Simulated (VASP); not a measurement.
# MgO (P-6m2) in VASP: single point with PBEsol

Aim: the single point of MgO with PBEsol.

All numbers are computed with VASP 6.6.1; they aren't measurements. Logs are shortened: lines on timing, memory, paths and dates and some standing lists are left out, and cuts for length are marked.

## 1. The cell of the first run

The structure is hexagonal, space group P-6m2 (No. 187). The conventional cell has a = 2.938 Å, b = 2.938 Å, c = 2.680 Å, α = 90.00°, β = 90.00°, γ = 120.00°. Within 2.9 Å of Mg (site symmetry -6m2) lie 6 O at 2.16 Å and 2 Mg at 2.68 Å. Within 2.9 Å of O (site symmetry -6m2) lie 6 Mg at 2.16 Å and 2 O at 2.68 Å.

## 2. Single point, PBEsol

Input file INCAR:

```
SYSTEM = MgO
  PREC = Accurate
  ENCUT = 520
  EDIFF = 1E-7
  ISMEAR = 0
  SIGMA = 0.01
  LREAL = .FALSE.
  LASPH = .TRUE.
  NELM = 80
  ALGO = Normal
  ISIF = 2
  LWAVE = .FALSE.
  LCHARG = .FALSE.
  GGA = PS
  NBANDS = 11
```

Input file KPOINTS:

```
regular mesh
0
G
  6 6 4
  0 0 0
```

Input file POSCAR:

```
MgO
1.0
    2.9380209000      0.0000000000      0.0000000000
   -1.4690104500      2.5444007400      0.0000000000
    0.0000000000      0.0000000000      2.6796800000
Mg O
1 1
Direct
    0.0000000000      0.0000000000      0.0000000000
    0.3333333300      0.6666666700      0.5000000000
```

Potentials or basis: VASP PAW PBE potentials, release 64 (Mg, O).

Started as:

```console
$ cat potpaw_PBE.64/Mg/POTCAR potpaw_PBE.64/O/POTCAR > POTCAR
$ mpirun -np 1 vasp_std > vasp.out
```

OUTCAR:

```text
SYSTEM = MgO
   PREC = Accurate
   ENCUT = 520
   EDIFF = 1E-7
   ISMEAR = 0
   LREAL = .FALSE.
   LASPH = .TRUE.
   NELM = 80
   ISIF = 2
   GGA = PS

 ion  position               nearest neighbor table
   1  0.000  0.000  0.000-   2 2.16   2 2.16   2 2.16   2 2.16   2 2.16   2 2.16
   2  0.333  0.667  0.500-   1 2.16   1 2.16   1 2.16   1 2.16   1 2.16   1 2.16

  LATTYP: Found a hexagonal cell.
 ALAT       =     2.9380209000
 C/A-ratio  =     0.9120697542

  Lattice vectors:

 A1 = (   2.9380209000,   0.0000000000,   0.0000000000)
 A2 = (  -1.4690104500,   2.5444007400,   0.0000000000)
 A3 = (   0.0000000000,   0.0000000000,   2.6796800000)

Analysis of symmetry for initial positions (statically):
=====================================================================
 Subroutine PRICEL returns:
 Original cell was already a primitive cell.

 Routine SETGRP: Setting up the symmetry group for a
 hexagonal supercell.

 Subroutine GETGRP returns: Found 12 space group operations
 (whereof 12 operations were pure point group operations)
 out of a pool of 24 trial point group operations.

The static configuration has the point symmetry D_3h.

Analysis of symmetry for dynamics (positions and initial velocities):
=====================================================================
 Subroutine PRICEL returns:
 Original cell was already a primitive cell.

 Routine SETGRP: Setting up the symmetry group for a
 hexagonal supercell.

 Subroutine GETGRP returns: Found 12 space group operations
 (whereof 12 operations were pure point group operations)
 out of a pool of 24 trial point group operations.

The dynamic configuration has the point symmetry D_3h.

 Subroutine INISYM returns: Found 12 space group operations
 (whereof 12 operations are pure point group operations),
 and found     1 'primitive' translations

----------------------------------------------------------------------------------------

                                     Primitive cell

  volume of cell :      20.0320

  direct lattice vectors                    reciprocal lattice vectors
     2.938020900  0.000000000  0.000000000     0.340365176  0.196509926  0.000000000
    -1.469010450  2.544400740  0.000000000     0.000000000  0.393019851  0.000000000
     0.000000000  0.000000000  2.679680000     0.000000000  0.000000000  0.373178887

  length of vectors
     2.938020900  2.938020903  2.679680000     0.393019852  0.393019851  0.373178887

  position of ions in fractional coordinates (direct lattice)
     0.000000000  0.000000000  0.000000000
     0.333333330  0.666666670  0.500000000

  ion indices of the primitive-cell ions
   primitive index   ion index
                 1           1
                 2           2

----------------------------------------------------------------------------------------

 KPOINTS: regular mesh

Automatic generation of k-mesh.
 Grid dimensions read from file:
 generate k-points for:    6    6    4

 Generating k-lattice:

  Cartesian coordinates                     Fractional coordinates (reciprocal lattice)
     0.056727529  0.032751654  0.000000000     0.166666667  0.000000000  0.000000000
     0.000000000  0.065503309  0.000000000     0.000000000  0.166666667  0.000000000
     0.000000000  0.000000000  0.093294722     0.000000000  0.000000000  0.250000000

  Length of vectors
     0.065503309  0.065503309  0.093294722

  Shift w.r.t. Gamma in fractional coordinates (k-lattice)
     0.000000000  0.000000000  0.000000000

 Subroutine IBZKPT returns following result:
 ===========================================

 Found     21 irreducible k-points:

 Following reciprocal coordinates:
            Coordinates               Weight
  0.000000  0.000000  0.000000      1.000000
  0.166667 -0.000000  0.000000      6.000000
  0.333333  0.000000  0.000000      6.000000
  0.500000 -0.000000  0.000000      3.000000
  0.166667  0.166667  0.000000      6.000000
  0.333333  0.166667  0.000000     12.000000
[... 13 lines left out ...]
  0.333333  0.166667  0.500000     12.000000
  0.333333  0.333333  0.500000      2.000000
   k-points           NKPTS =     21   k-points in BZ     NKDIM =     21   number of bands    NBANDS=     11
   number of dos      NEDOS =    301   number of ions     NIONS =      2
   total plane-waves  NPLWV =  11520
   dimension x,y,z NGX =    24 NGY =   24 NGZ =   20
   dimension x,y,z NGXF=    48 NGYF=   48 NGZF=   40
   ions per type =               1   1
   NGX,Y,Z   is equivalent  to a cutoff of  13.58, 13.58, 12.41 a.u.
   NGXF,Y,Z  is equivalent  to a cutoff of  27.16, 27.16, 24.82 a.u.
 SYSTEM =  MgO
   PREC   = accura    normal or accurate (medium, high low for compatibility)
   ISTART =      0    job   : 0-new  1-cont  2-samecut
   ICHARG =      2    charge: 1-file 2-atom 10-const
   ISPIN  =      1    spin polarized calculation?
   LNONCOLLINEAR =      F non collinear calculations
   LSORBIT =      F    spin-orbit coupling
   LASPH  =      T    aspherical Exc in radial PAW
   ENCUT  =  520.0 eV  38.22 Ry    6.18 a.u.   5.46  5.46  4.98*2*pi/ulx,y,z
   NELM   =     80;   NELMIN=  2; NELMDL= -5     # of ELM steps
   EDIFF  = 0.1E-06   stopping-criterion for ELM
   LREAL  =      F    real-space projection
   EDIFFG = 0.1E-05   stopping-criterion for IOM
   NSW    =      0    number of steps for IOM
   IBRION =     -1    ionic relax: 0-MD 1-quasi-New 2-CG
   NFREE  =      0    steps in history (QN), initial steepest desc. (CG)
   ISIF   =      2    stress and relaxation
   ISYM   =      2    0-nonsym 1-usesym 2-fastsym
   POTIM  = 0.5000    time-step for ionic-motion
   TEBEG  =    0.0;   TEEND  =   0.0 temperature during run
   PSTRESS=    0.0 pullay stress
   NELECT =       8.0000    total number of electrons
   NUPDOWN=      -1.0000    fix difference up-down
   EMIN   =  10.00;   EMAX   =-10.00  energy-range for DOS
   EFERMI =   0.00;   METHOD = LEGACY
   ISMEAR =     0;   SIGMA  =   0.01  broadening in eV -4-tet -1-fermi 0-gaus
   EFERMI_NEDOS =   21; number of points for ismear=-14 and -15
   IALGO  =     38    algorithm
   IMIX   =      4    mixing-type and parameters
     AMIX     =   0.40;   BMIX     =  1.00
     AMIX_MAG =   1.60;   BMIX_MAG =  1.00
  volume/ion in A,a.u.               =      10.02        67.59
  Fermi-wavevector in a.u.,A,eV,Ry     =   1.205583  2.278221 19.775115  1.453430
  Thomas-Fermi vector in A             =   2.341275
   LORBIT       =      0    0 simple, 1 ext, 2 COOP (PROOUT), +10 PAW based schemes
   GGA     = PS    functional components
   LHFCALC =     F    Hartree Fock is set to
   AEXX    =    0.0000 exact exchange contribution
   IVDW    =     0    specifies the selected vdW correction
   LEPSILON=     F    determine dielectric tensor
   LRPA    =     F    only Hartree local field effects (RPA)
 non-spin polarized calculation
 Gauss-broadening in eV      SIGMA  =   0.01
  energy-cutoff  :      520.00
  volume of cell :       20.03
 maximum number of plane-waves:       550
 NGX is ok and might be reduce to    24
   NGX = 11   NGY = 11   NGZ =  9

 number of electron       7.9999996 magnetization

 Free energy of the ion-electron system (eV)
  ---------------------------------------------------
  ext. energy  EPLUGINS =         0.00000000
  ---------------------------------------------------
  free energy    TOTEN  =       -11.80485453 eV

  energy without entropy =      -11.80485453  energy(sigma->0) =      -11.80485453

 E-fermi :   3.3301     XC(G=0): -10.9524

 val. band max:        3.1997612215   @ k =   0.3333   0.3333   0.0000
 cond. band min:       6.1089896743   @ k =   0.0000   0.0000   0.0000
 fundamental gap:      2.9092284528
 Fermi energy:         3.3301160962

 k-point     1 :       0.0000    0.0000    0.0000
  band No.  band energies     occupation
      1     -14.1769      2.00000
      2       2.5885      2.00000
      3       2.5885      2.00000
      4       2.7929      2.00000
      5       6.1090      0.00000
      6      14.8797      0.00000
      7      18.6328      0.00000
      8      18.6328      0.00000
      9      22.8364      0.00000
     10      23.9458      0.00000
     11      25.5634      0.00000

 k-point     2 :       0.1667   -0.0000    0.0000
  band No.  band energies     occupation
      1     -13.9395      2.00000
      2       1.0750      2.00000
      3       2.3939      2.00000
      4       2.8781      2.00000
      5       7.5213      0.00000
      6      14.7017      0.00000
      7      16.9979      0.00000
      8      19.2992      0.00000
      9      23.4845      0.00000
     10      24.1345      0.00000
     11      26.0668      0.00000

 k-point     3 :       0.3333    0.0000    0.0000
  band No.  band energies     occupation
      1     -13.4137      2.00000
      2      -0.9133      2.00000
      3       2.0345      2.00000
      4       3.0567      2.00000
      5       9.1990      0.00000
      6      13.5721      0.00000
      7      16.7295      0.00000
      8      20.4474      0.00000
      9      22.4672      0.00000
     10      24.0267      0.00000
     11      28.1901      0.00000

 k-point     4 :       0.5000   -0.0000    0.0000
  band No.  band energies     occupation
      1     -13.1182      2.00000
      2      -1.7491      2.00000
      3       1.8675      2.00000
      4       3.1505      2.00000
      5       9.6518      0.00000
      6      13.6609      0.00000
      7      16.1297      0.00000
      8      20.8873      0.00000
      9      21.9307      0.00000
     10      25.0481      0.00000
     11      28.0340      0.00000
[... 197 lines left out ...]
 k-point    19 :       0.1667    0.1667    0.5000
  band No.  band energies     occupation
      1     -12.6440      2.00000
      2      -1.2681      2.00000
      3       1.0399      2.00000
      4       2.3985      2.00000
      5      10.2250      0.00000
      6      14.2001      0.00000
      7      17.1204      0.00000
      8      17.6776      0.00000
      9      19.5777      0.00000
     10      23.8099      0.00000
     11      25.9789      0.00000

 k-point    20 :       0.3333    0.1667    0.5000
  band No.  band energies     occupation
      1     -12.3492      2.00000
      2      -0.5836      2.00000
      3       0.1637      2.00000
      4       1.8100      2.00000
      5       9.2660      0.00000
      6      15.1856      0.00000
      7      15.4569      0.00000
      8      17.5218      0.00000
      9      19.5083      0.00000
     10      24.6645      0.00000
     11      26.2468      0.00000

 k-point    21 :       0.3333    0.3333    0.5000
  band No.  band energies     occupation
      1     -12.2471      2.00000
      2      -0.3524      2.00000
      3       0.6673      2.00000
      4       0.6961      2.00000
      5       9.3878      0.00000
      6      13.6213      0.00000
      7      16.5069      0.00000
      8      17.7732      0.00000
      9      19.8101      0.00000
     10      23.4782      0.00000
     11      28.9440      0.00000

------------------------ aborting loop because EDIFF is reached ----------------------------------------

  FORCE on cell =-STRESS in cart. coord.  units (eV):
  Direction    XX          YY          ZZ          XY          YZ          ZX
  --------------------------------------------------------------------------------------
  -------------------------------------------------------------------------------------
  Total       -0.5440153     -0.5440153     -0.5466604      0.0000000      0.0000000      0.0000000
  in kB      -43.5109326    -43.5109327    -43.7224898      0.0000000      0.0000000      0.0000000
  external PRESSURE =     -43.5814517 kB  Pullay stress =       0.0000000 kB

 VOLUME and BASIS-vectors are now :
 -----------------------------------------------------------------------------
  energy-cutoff  :      520.00
  volume of cell :       20.03
      direct lattice vectors                 reciprocal lattice vectors
     2.938020900  0.000000000  0.000000000     0.340365176  0.196509926  0.000000000
    -1.469010450  2.544400740  0.000000000     0.000000000  0.393019851  0.000000000
     0.000000000  0.000000000  2.679680000     0.000000000  0.000000000  0.373178887

 POSITION                                       TOTAL-FORCE (eV/Angst)
 -----------------------------------------------------------------------------------
      0.00000      0.00000      0.00000        -0.000000      0.000000      0.000000
     -0.00000      1.69627      1.33984         0.000000     -0.000000      0.000000
 -----------------------------------------------------------------------------------
    total drift:                                0.000018     -0.000011     -0.000000

  FREE ENERGIE OF THE ION-ELECTRON SYSTEM (eV)
  ---------------------------------------------------
  free  energy   TOTEN  =       -11.8048545302 eV

  energy  without entropy=      -11.8048545302  energy(sigma->0) =      -11.80485453
```

It took 12 s on 1 thread of AMD EPYC 7R13, shared host; peak memory 0.1 GiB.

Results:

```
Free energy            : -11.8049 eV
Pressure               : -4.4 GPa
Band gap on the k mesh : 2.91 eV, indirect (least direct gap 3.32 eV)
```

Caveat: the k points lie up to 0.59 Å⁻¹ apart; the PAW data sets were made with another functional, which shifts forces and pressure a little. As with any semilocal functional, this PBEsol gap is likely too small.
